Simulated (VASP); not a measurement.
Input of a VASP 6.6.1 run:

POSCAR

```
TiAl
1.0
    2.7415977469      0.1673866120      0.2726011922
   -1.2258378152      2.4138893490     -0.3084505232
    0.4403538727     -0.3211073751      4.8142023961
Ti Al
1 1
Direct
   -0.0007628781      0.0021743877     -0.0004288419
    0.3340962115      0.6644922789      0.5004288419
```

Contents of INCAR.step1:

```
SYSTEM = TiAl
ALGO     = Normal         ! electronic algorithm
EDIFF    = 1E-4           ! SCF threshold, eV
ENCUT    = 520            ! plane-wave cutoff, eV
GGA      = PE             ! functional
ISMEAR   = 0              ! smearing method
LASPH    = .TRUE.         ! aspherical terms in the spheres
LCHARG   = .FALSE.        ! write CHGCAR
LREAL    = .FALSE.        ! projectors in reciprocal space
LWAVE    = .TRUE.         ! write WAVECAR
NBANDS   = 14             ! bands
NELM     = 100            ! most SCF steps
PREC     = Accurate       ! precision mode
SIGMA    = 0.15           ! smearing width, eV
```

Contents of INCAR.step2:

```
SYSTEM = TiAl
ALGO     = Normal         ! electronic algorithm
EDIFF    = 1E-6           ! SCF threshold, eV
ENCUT    = 520            ! plane-wave cutoff, eV
ISIF     = 2              ! what is computed and relaxed
ISMEAR   = 0              ! smearing method
ISTART   = 1            
LASPH    = .TRUE.         ! aspherical terms in the spheres
LCHARG   = .FALSE.        ! write CHGCAR
LMIXTAU  = .TRUE.       
LREAL    = .FALSE.        ! projectors in reciprocal space
LWAVE    = .FALSE.        ! write WAVECAR
METAGGA  = R2SCAN         ! meta-GGA
NBANDS   = 14             ! bands
NELM     = 100            ! most SCF steps
PREC     = Accurate       ! precision mode
SIGMA    = 0.15           ! smearing width, eV
```

File KPOINTS:

```
k-points
0
G
  12 12 8
  0 0 0
```

Potentials or basis: VASP PAW PBE potentials, release 64 (Ti_sv, Al).

Run with:

```sh
$ cat potpaw_PBE.64/Ti_sv/POTCAR potpaw_PBE.64/Al/POTCAR > POTCAR
$ cp INCAR.step1 INCAR
$ mpirun -np 1 vasp_std > vasp.out
$ cp INCAR.step2 INCAR
$ mpirun -np 1 vasp_std > vasp.out
```

Question: Predict the largest force.

Answer: 1.124 eV/Å.

Question: Predict the band gap on the k mesh.

Answer: Zero (an odd number of electrons rules out a gap without spin polarisation).

Stress tensor (GPa, compression positive):
```
  7.90  -5.22 -10.77
 -5.22   3.09   7.52
-10.77   7.52   2.84
```

Caveat: the stress differs along the axes, from 3 to 8 GPa; the PAW data sets were made with another functional, which shifts forces and pressure a little.
